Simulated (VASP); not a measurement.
Runs of VASP 6.6.1 on WC. The structure is that of space group I4/mmm (No. 139), or close to it. The cells are those of the table. 

```tsv
cell	gap on the mesh (eV)	pressure (GPa)
a = 3.014, b = 3.014, c = 3.481 Å, angles 54.7, 54.7, 70.5°, 2 atoms	none	80.9
a = 3.295, b = 3.295, c = 2.841 Å, angles 64.5, 64.5, 51.1°, 2 atoms	none	(a)
a = 3.158, b = 3.158, c = 3.004 Å, angles 61.6, 61.6, 56.8°, 2 atoms	none	-2.2
a = 3.019, b = 3.019, c = 3.580 Å, angles 53.6, 53.6, 72.7°, 2 atoms	none	(b)
a = 3.453, b = 3.453, c = 2.709 Å, angles 66.9, 66.9, 46.2°, 2 atoms	none	93.5
```

Alike in all rows: task single point; level PBEsol; potentials or basis VASP PAW PBE potentials, release 64 (W_sv, C); no spin polarisation; k mesh 20 × 20 × 20; cutoff (eV) 520; smearing gaussian 0.15 eV.

Q: Fill in the values left out.

A: (a) 37.5; (b) 118.8.

Caveats: the PAW data sets were made with another functional, which shifts forces and pressure a little; spin-orbit coupling is left out, which moves the levels of the heavy elements; the cell stands under pressure (at least some runs).

A k mesh can miss the band edges, and the runs leave out spin-orbit coupling on W.

A gap of «none» marks levels without a gap at the run's occupations.
